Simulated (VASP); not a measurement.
# BeAl35N35 (a cell with a defect) in VASP: a series of runs

BeAl35N35 (a cell with a defect) is run at these levels: PBE, r2SCAN; tasks: single point.

Everything below comes from runs of VASP 6.6.1. Logs are shortened: lines on timing, memory, paths and dates and some standing lists are left out, and cuts for length are marked.

## (1) The cell of the first run

The cell holds a defect, 71 atoms: a = 9.389 Å, b = 9.389 Å, c = 10.035 Å, α = 90.00°, β = 90.00°, γ = 120.00°.

## (2) Single point, PBE, collinear spin

File INCAR:

```
SYSTEM = BeAl35N35
ALGO = Normal
EDIFF = 1E-6
ENCUT = 520
GGA = PE
GGA_COMPAT = .False.
ISIF = 2
ISMEAR = 0
ISPIN = 2
LASPH = .True.
LCHARG = .False.
LORBIT = 11
LREAL = Auto
LWAVE = .False.
MAGMOM = 0 0.03 0 0 0.04 0.02 0 0 0 0 0 0 0 0 0 0 0 0 0 0 0 0 0 0 0 0 0 0 0 0 0 0 0 0 0 0 0 0 0.04 0.03 0 0.02 0.01 0 0 0 0 0 0 0 0 0.03 0 0 0 0 0 0 0.01 0 0 0 0.01 0 0 0 0 0 0 0 0
NBANDS = 186
NELECT = 283.0
NELM = 200
NUPDOWN = 1.0
PREC = Accurate
SIGMA = 0.01
```

File KPOINTS:

```
Automatic mesh
0
Gamma
  1 1 1
  0.25 0.25 0.25
```

File POSCAR:

```
BeAl35N35
1.0
    9.3892708701      0.0000000899      0.0000000000
   -4.6946355101      8.1313470499      0.0000000000
    0.0000000000      0.0000000000     10.0348065900
Al N Be
35 35 1
Direct
    0.2214497146      0.1146958574      0.2517951762
    0.1050317826      0.2317822356      0.5040544776
    0.2223365403      0.1096682837      0.7514300302
    0.1118922628      0.2247029612      0.9993149322
    0.2242609866      0.4532692928      0.2539258102
    0.1144248956      0.5374325971      0.4948888018
    0.2240337659      0.4439400394      0.7421439842
    0.1108745566      0.5556454179      0.9953648767
    0.2214509983      0.7754688276      0.2514444951
    0.1126474609      0.8899984121      0.4995951411
    0.2226454672      0.7773867593      0.7478666072
    0.1117663306      0.8893129566      1.0014254063
    0.5541070230      0.1107962766      0.2514719907
    0.4431412532      0.2272715255      0.5001737961
    0.5551252650      0.1107736438      0.7492782988
    0.4449381310      0.2235782995      1.0009948230
    0.5536931321      0.4474197954      0.2537013024
    0.5549572170      0.4449986377      0.7462687698
    0.4440455515      0.5555848255      0.9976024609
    0.5527884437      0.7733372488      0.2547986252
    0.4436929885      0.8835008142      0.4994799282
    0.5543762906      0.7757444667      0.7463351637
    0.4444125446      0.8882670598      1.0001313400
    0.8877093599      0.1110016587      0.2499009056
    0.7780965437      0.2219594401      0.4994842052
    0.8881525292      0.1097070806      0.7514672818
    0.7768025145      0.2222519618      0.9997776233
    0.8874815445      0.4445987187      0.2482590457
    0.7789476116      0.5562180786      0.4988294297
    0.8901543176      0.4444531920      0.7476920213
    0.7767321461      0.5553949625      0.9992038773
    0.8888061310      0.7781801273      0.2501373135
    0.7772616666      0.8873580955      0.4996988044
    0.8898561102      0.7779513103      0.7496937091
    0.7762225869      0.8878562154      1.0004105574
    0.2195770443      0.1173598567      0.4421922767
    0.1112881472      0.2263075262      0.1911748333
    0.2225243333      0.1116165053      0.9425777216
    0.1095136028      0.2167479872      0.6956259875
    0.1072789011      0.5565685040      0.1842446211
    0.2229508372      0.4455329268      0.9357788417
    0.1124773557      0.5563287109      0.6895946023
    0.2205471035      0.7731870568      0.4416662013
    0.1123255988      0.8906140692      0.1922829903
    0.2226481678      0.7793767768      0.9393059120
    0.1119826944      0.8886768953      0.6903209730
    0.5525207200      0.1105582686      0.4417353943
    0.4446998144      0.2240337208      0.1921895413
    0.5544074848      0.1111242901      0.9407192752
    0.4442621602      0.2215743377      0.6908171265
    0.5538998713      0.4519269546      0.4438843788
    0.4449014649      0.5557439043      0.1864201845
    0.5550758854      0.4446991018      0.9376851584
    0.4466400334      0.5559806535      0.6810880341
    0.5548841042      0.7701999099      0.4447592347
    0.4447849945      0.8879448871      0.1914501827
    0.5549677363      0.7778631073      0.9378811355
    0.4450618682      0.8889826940      0.6901914194
    0.8832239590      0.1062472240      0.4393220256
    0.7760600226      0.2216360008      0.1898923542
    0.8876501999      0.1109288611      0.9420303263
    0.7775913964      0.2210327099      0.6906365999
    0.8869574080      0.4434008030      0.4378961751
    0.7759724057      0.5556261556      0.1899579612
    0.8872225086      0.4439800045      0.9384208850
    0.7791749687      0.5556871647      0.6896525689
    0.8906115887      0.7787271715      0.4403807691
    0.7762042961      0.8876269497      0.1907781061
    0.8892269552      0.7784286453      0.9407429110
    0.7784951222      0.8882568841      0.6908540299
    0.4879653117      0.5781177106      0.5116861590
```

Potentials or basis: VASP PAW PBE potentials, release 64 (Al, N, Be).

Command:

```bash
$ cat potpaw_PBE.64/Al/POTCAR potpaw_PBE.64/N/POTCAR potpaw_PBE.64/Be/POTCAR > POTCAR
$ mpirun -np 1 vasp_std > vasp.out
```

OUTCAR:

```text
SYSTEM = BeAl35N35
   EDIFF = 1E-6
   ENCUT = 520
   GGA = PE
   ISIF = 2
   ISMEAR = 0
   ISPIN = 2
   LASPH = .True.
   LORBIT = 11
   LREAL = Auto
   NELECT = 283.0
   NELM = 200
   NUPDOWN = 1.0
   PREC = Accurate

 ion  position               nearest neighbor table
   1  0.221  0.115  0.252-  37 1.90  36 1.91  48 1.91  44 1.92  14 3.08  10 3.09   4 3.10  16 3.10
                            12 3.11  24 3.12  17 3.12  32 3.14  13 3.14   2 3.16   5 3.17   9 3.19
   2  0.105  0.232  0.504-  59 1.92  39 1.93  36 1.96   6 2.83   7 2.95  25 3.02  26 3.05   5 3.09
                            24 3.10   3 3.15  33 3.16   1 3.16  14 3.20  10 3.25
   3  0.222  0.110  0.751-  39 1.87  46 1.90  50 1.90  38 1.92  12 3.08  16 3.09   4 3.09  10 3.09
                            14 3.10  34 3.12  15 3.12  11 3.12   7 3.13  18 3.14  26 3.14   2 3.15
   4  0.112  0.225  0.999-  41 1.91  38 1.91  61 1.91  37 1.93  26 3.08   3 3.09   1 3.10  24 3.11
                             8 3.11  19 3.11  16 3.13  27 3.13   7 3.14  12 3.15  35 3.16   5 3.16
   5  0.224  0.453  0.254-  52 1.92  40 1.92  37 1.95   6 2.89   9 3.04  20 3.05   2 3.09  17 3.12
                            28 3.12   8 3.13  19 3.13   4 3.16   1 3.17  24 3.19
   6  0.114  0.537  0.495-  63 1.94  42 1.96  43 1.99   2 2.83   5 2.89   7 2.98  25 3.07  28 3.09
                             9 3.12  30 3.13  21 3.17  11 3.20  29 3.24  10 3.32
   7  0.224  0.444  0.742-  42 1.90  39 1.91  54 1.91  41 1.94   2 2.95   6 2.98  18 3.10  22 3.11
                            19 3.13   8 3.13   3 3.13   4 3.14  30 3.14  11 3.14  26 3.15
   8  0.111  0.556  0.995-  40 1.90  41 1.90  45 1.90  65 1.91  30 3.07  11 3.07   4 3.11  28 3.12
                            23 3.13  19 3.13  12 3.13   9 3.13   7 3.13   5 3.13  27 3.13  31 3.14
   9  0.221  0.775  0.251-  40 1.90  43 1.91  56 1.91  44 1.92   5 3.04  21 3.08  10 3.08  12 3.10
[... 86 lines left out ...]
  69  0.889  0.778  0.941-  35 1.91  31 1.91  12 1.91  34 1.92
  70  0.778  0.888  0.691-  34 1.90  26 1.90  22 1.91  33 1.92
  71  0.488  0.578  0.512-  55 1.72  51 1.73  54 1.73  33 2.82  29 2.84  22 2.87

  LATTYP: Found a hexagonal cell.
 ALAT       =     9.3892708701
 C/A-ratio  =     1.0687524866

  Lattice vectors:

 A1 = (   9.3892708701,   0.0000000899,   0.0000000000)
 A2 = (  -4.6946355101,   8.1313470499,   0.0000000000)
 A3 = (   0.0000000000,   0.0000000000,  10.0348065900)

Analysis of symmetry for initial positions (statically):
=====================================================================
 Subroutine PRICEL returns:
 Original cell was already a primitive cell.

 Routine SETGRP: Setting up the symmetry group for a
 hexagonal supercell.

 Subroutine GETGRP returns: Found  1 space group operations
 (whereof  1 operations were pure point group operations)
[... 294 lines left out ...]
  free energy    TOTEN  =      -514.28356211 eV

  energy without entropy =     -514.28356211  energy(sigma->0) =     -514.28356211

 E-fermi :   6.6596     XC(G=0): -10.7749

 val. band max:        9.3223943656   @ k =   0.5000  -0.2500   0.2500
 cond. band min:      10.0210503960   @ k =   0.2500   0.5000   0.2500
 fundamental gap:      0.6986560305
 Fermi energy:         9.4141327478

 spin component 1

 k-point     1 :       0.2500    0.2500    0.2500
  band No.  band energies     occupation
      1      -8.9727      1.00000
      2      -8.6816      1.00000
      3      -8.6221      1.00000
      4      -8.5111      1.00000
      5      -8.2660      1.00000
      6      -8.1617      1.00000
[... 925 lines left out ...]
    152      11.6287      0.00000
    153      11.7347      0.00000
 Fermi energy:         6.6596051438

 spin component 2

 k-point     1 :       0.2500    0.2500    0.2500
  band No.  band energies     occupation
      1      -8.9652      1.00000
      2      -8.6762      1.00000
      3      -8.6075      1.00000
      4      -8.5052      1.00000
      5      -8.2609      1.00000
      6      -8.1449      1.00000
[... 925 lines left out ...]
    152      11.6707      0.00000
    153      11.7596      0.00000
 [bands above 153 left out]

------------------------ aborting loop because EDIFF is reached ----------------------------------------

  FORCE on cell =-STRESS in cart. coord.  units (eV):
  Direction    XX          YY          ZZ          XY          YZ          ZX
  --------------------------------------------------------------------------------------
  -------------------------------------------------------------------------------------
  Total        3.1279239      0.2535515      9.0209707      2.7922713     -1.0574664      2.3686988
  in kB        6.5412898      0.5302412     18.8651595      5.8393542     -2.2114331      4.9535556
  external PRESSURE =       8.6455635 kB  Pullay stress =       0.0000000 kB

 VOLUME and BASIS-vectors are now :
 -----------------------------------------------------------------------------
  energy-cutoff  :      520.00
  volume of cell :      766.13
      direct lattice vectors                 reciprocal lattice vectors
     9.389270870  0.000000090  0.000000000     0.106504542  0.061490427  0.000000000
    -4.694635510  8.131347050  0.000000000    -0.000000001  0.122980853  0.000000000
     0.000000000  0.000000000 10.034806590     0.000000000  0.000000000  0.099653141

 POSITION                                       TOTAL-FORCE (eV/Angst)
 -----------------------------------------------------------------------------------
      1.54080      0.93263      2.52672         0.020640     -0.015088      0.003482
     -0.10196      1.88470      5.05809         0.080525     -0.007626      0.031115
      1.57273      0.89175      7.54046         0.021125     -0.015444     -0.003361
     -0.00431      1.82714     10.02793        -0.027098      0.025488      0.003018
     -0.02229      3.68569      2.54810        -0.032002     -0.027515     -0.041686
     -1.44868      4.37005      4.96611         0.001602      0.050300     -0.041712
[... 63 lines left out ...]
      3.13946      7.22273      6.93259        -0.045991      0.019451     -0.018144
      1.86759      4.70088      5.13467         0.009328     -0.033903      0.052322
 -----------------------------------------------------------------------------------
    total drift:                               -0.014506      0.006886      0.037162

  FREE ENERGIE OF THE ION-ELECTRON SYSTEM (eV)
  ---------------------------------------------------
  free  energy   TOTEN  =      -514.2835621113 eV

  energy  without entropy=     -514.2835621113  energy(sigma->0) =     -514.28356211

 total charge

# of ion       s       p       d       tot
------------------------------------------
    1        0.368   0.429   0.000   0.797
    2        0.381   0.397   0.000   0.778
    3        0.370   0.438   0.000   0.808
    4        0.367   0.426   0.000   0.794
    5        0.388   0.403   0.000   0.791
    6        0.362   0.382   0.000   0.744
[... 63 lines left out ...]
   70        1.224   2.626   0.000   3.850
   71        0.419   0.688   0.000   1.108
--------------------------------------------------
tot         56.203 107.279   0.000 163.483

 magnetization (x)

# of ion       s       p       d       tot
------------------------------------------
    1       -0.000   0.000   0.000   0.000
    2        0.025   0.029   0.000   0.053
    3        0.001   0.002   0.000   0.004
    4        0.000   0.000   0.000   0.000
    5        0.033   0.039   0.000   0.073
    6        0.001   0.019   0.000   0.019
[... 63 lines left out ...]
   70        0.000   0.000   0.000   0.000
   71        0.000   0.001   0.000   0.001
--------------------------------------------------
tot          0.112   0.222   0.000   0.334
```

It took 1.9 h on 1 thread of Intel Xeon 8259CL, shared host; peak memory 1.7 GiB.

What came out:

```yaml
Free_energy: -514.2836 eV
Largest_force: 0.089 eV/Å
Net_moment: 1.00 μB per cell
Site_moments: Al +0.00, +0.05, +0.07, +0.02, -0.00 (each value once); N -0.00, +0.00, +0.03, +0.02, +0.01 (each value once); Be +0.00 μB
Valence_electrons_inside_the_program's_atomic_spheres: Al 0.80, 0.78, 0.81, 0.79, 0.74 (each value once); N 3.82, 3.83, 3.85, 3.84 (each value once); Be 1.11
```

Forces on the atoms (eV/Å):
```
Al   0.021 -0.015  0.003
Al   0.081 -0.008  0.031
Al   0.021 -0.015 -0.003
Al  -0.027  0.025  0.003
Al  -0.032 -0.028 -0.042
Al   0.002  0.050 -0.042
Al   0.027 -0.021 -0.028
Al  -0.031  0.014  0.009
Al   0.021 -0.023  0.021
Al   0.012  0.034 -0.011
Al   0.019 -0.023  0.001
Al  -0.022  0.010  0.011
Al   0.021 -0.005 -0.019
Al  -0.034  0.009  0.000
Al   0.021 -0.012  0.009
Al  -0.038  0.016 -0.002
Al   0.035 -0.025 -0.006
Al   0.026 -0.008 -0.010
Al  -0.034  0.002 -0.009
Al   0.020 -0.012 -0.040
Al  -0.074  0.040  0.019
Al   0.022 -0.027  0.007
Al  -0.026  0.020  0.005
Al   0.031  0.008 -0.037
Al  -0.085  0.026  0.000
Al   0.029 -0.013  0.015
Al  -0.032  0.012 -0.006
Al   0.044 -0.011  0.005
Al  -0.010 -0.012 -0.022
Al   0.029 -0.004 -0.005
Al  -0.023  0.010 -0.001
Al   0.040 -0.018 -0.003
Al   0.041 -0.026  0.064
Al   0.033 -0.023  0.005
Al  -0.026  0.017 -0.007
N    0.019 -0.035  0.014
N   -0.028 -0.001 -0.010
N    0.044 -0.024  0.001
N   -0.051  0.015  0.032
N   -0.053  0.036 -0.030
N    0.051 -0.023  0.006
N   -0.050  0.015  0.015
N    0.031 -0.019  0.007
N   -0.040  0.021 -0.008
N    0.042 -0.022 -0.014
N   -0.040  0.035 -0.003
N    0.053 -0.035  0.011
N   -0.029  0.027 -0.001
N    0.050 -0.025 -0.003
N   -0.044  0.017  0.004
N    0.051  0.012  0.007
N   -0.031  0.025  0.021
N    0.040 -0.017  0.006
N   -0.025  0.023  0.029
N   -0.021 -0.035 -0.031
N   -0.034  0.016  0.005
N    0.049 -0.021  0.004
N   -0.028  0.023 -0.012
N    0.013  0.047 -0.045
N   -0.041  0.011  0.010
N    0.044 -0.024  0.005
N   -0.028  0.024 -0.009
N    0.034 -0.026  0.027
N   -0.053  0.027  0.002
N    0.040 -0.027  0.003
N   -0.044  0.018 -0.001
N    0.016 -0.020 -0.002
N   -0.040  0.037  0.010
N    0.039 -0.023  0.001
N   -0.046  0.019 -0.018
Be   0.009 -0.034  0.052
```

Caveat: the k points lie up to 0.39 Å⁻¹ apart; the cell carries a net charge on a neutralising background, which shifts energy and pressure; the cell is charged against a uniform background, so pressure and absolute levels hang on convention; the total moment is fixed, so each spin has its own Fermi level and the state may be an excited one.

[end of part 1 of 2]
